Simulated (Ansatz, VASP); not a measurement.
One calculation of SiC, two programs

POSCAR

```
SiC
1.0
    3.0756941497      0.0000000000      0.0000000000
   -1.5378470748      2.6636292679      0.0000000000
    0.0000000000      0.0000000000     10.0706464800
Si C
4 4
Direct
    0.0000000000      0.0000000000      0.1878943800
    0.0000000000      0.0000000000      0.6878943800
    0.3333333333      0.6666666667      0.4378419800
    0.6666666667      0.3333333333      0.9378419800
    0.0000000000      0.0000000000      0.0004600500
    0.0000000000      0.0000000000      0.5004600500
    0.3333333333      0.6666666667      0.2498025900
    0.6666666667      0.3333333333      0.7498025900
```

File INCAR.step1:

```
SYSTEM = SiC
  PREC = Accurate
  ENCUT = 520
  ISMEAR = -1
  SIGMA = 0.05
  LREAL = .False.
  LASPH = .True.
  NELM = 60
  NBANDS = 26
  GGA = PE
  ALGO = Normal
  EDIFF = 1E-4
  LWAVE = .True.
  LCHARG = .False.
```

Contents of INCAR.step2:

```
SYSTEM = SiC
  PREC = Accurate
  ENCUT = 520
  EDIFF = 1E-6
  ISMEAR = -1
  SIGMA = 0.05
  LREAL = .False.
  LASPH = .True.
  NELM = 60
  ALGO = Normal
  ISIF = 2
  LWAVE = .False.
  LCHARG = .False.
  METAGGA = R2SCAN
  LMIXTAU = .True.
  NBANDS = 26
  ISTART = 1
```

File KPOINTS:

```
Automatic mesh
0
Gamma
  10 10 3
  0 0 0
```

input.yaml

```yaml
crystal:
  lattice:
    - [3.0756941497, 0.0, 0.0]
    - [-1.5378470748, 2.6636292679, 0.0]
    - [0.0, 0.0, 10.07064648]
  atoms:
    - { symbol: Si, position: [0.0, 0.0, 0.18789438] }
    - { symbol: Si, position: [0.0, 0.0, 0.68789438] }
    - { symbol: Si, position: [0.3333333333, 0.6666666667, 0.43784198] }
    - { symbol: Si, position: [0.6666666667, 0.3333333333, 0.93784198] }
    - { symbol: C, position: [0.0, 0.0, 0.00046005] }
    - { symbol: C, position: [0.0, 0.0, 0.50046005] }
    - { symbol: C, position: [0.3333333333, 0.6666666667, 0.24980259] }
    - { symbol: C, position: [0.6666666667, 0.3333333333, 0.74980259] }
hamiltonian:
  xc: r2scan
  pseudopotentials: { kind: paw }
kpoints:
  mp_grid: { grid: [10, 10, 3] }
  band_path:
    path:
      - [[0.0, 0.0, 0.0], [0.5, 0.0, 0.0], [0.3333333333, 0.3333333333, 0.0], [0.0, 0.0, 0.0], [0.0, 0.0, 0.5], [0.5, 0.0, 0.5], [0.3333333333, 0.3333333333, 0.5], [0.0, 0.0, 0.5]]
      - [[0.5, 0.0, 0.5], [0.5, 0.0, 0.0]]
      - [[0.3333333333, 0.3333333333, 0.0], [0.3333333333, 0.3333333333, 0.5]]
    npoints: 10
scf:
  occupations: { method: fermi_dirac, width: 0.05 }
  n_extra_bands: 20
output:
  forces: true
  stress: true
  eigenvalues: true
  fatbands: true
```

Alike in both runs: functional r2SCAN; k mesh 10 × 10 × 3; occupations fermi-dirac, width 0.05 eV; no spin polarisation.

|  | VASP | Ansatz |
| --- | --- | --- |
| version | VASP 6.6.1 | Ansatz 0.2.0 |
| potentials or method | VASP PAW PBE potentials, release 64 (Si, C) | Ansatz PAW |
| plane-wave cutoff (eV) | 520 | 500 |
| valence electrons in the cell | 32 | 32 |
| task | single point | band structure |

```csv
,VASP,Ansatz,Ansatz less VASP
gap on the k mesh at the Fermi level (eV),2.61,2.60,-0.011
least direct gap on the mesh (eV),3.79,3.78,-0.013
pressure (GPa),0.2,0.4,+0.19
```

VASP's potentials were made for PBE, not for r2SCAN.
